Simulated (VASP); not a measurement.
Sb, 1 atom in the cell. It takes space group I4/mmm (No. 139, tetragonal). Conventional cell: a = 3.035 Å, b = 3.035 Å, c = 5.001 Å, α = 90.00°, β = 90.00°, γ = 90.00°. Within 4.0 Å of Sb (site symmetry 4/mmm) lie 12 Sb at 3.03 to 3.30 Å.  This cell differs from its parent crystal: volume scaled by 1.025.

```yaml
Program: VASP 6.6.1
Task: single point
Functional: PBE
Potentials_or_basis: VASP PAW PBE potentials, release 64 (Sb)
Cutoff: 520 eV
k_mesh: 19 × 19 × 19
Occupations: fermi-dirac, width 0.05 eV
Spin: no spin polarisation
Dipole_correction: no
Further_INCAR_settings: ALGO = Normal; EDIFF = 1e-06; NBANDS = 8
```

Potentials or basis: VASP PAW PBE potentials, release 64 (Sb).

Command:

```console
$ cat potpaw_PBE.64/Sb/POTCAR > POTCAR
$ mpirun -np 1 vasp_std > vasp.out
```

Hardware: 1 thread of Intel Xeon 8259CL (shared host).

**Question.** Estimate the wall time of this run.

**Answer.** It took 2.1 min on 1 thread of Intel Xeon 8259CL, on a shared host, peak memory 0.24 GiB. Counts: scf iterations 9, k points 550.
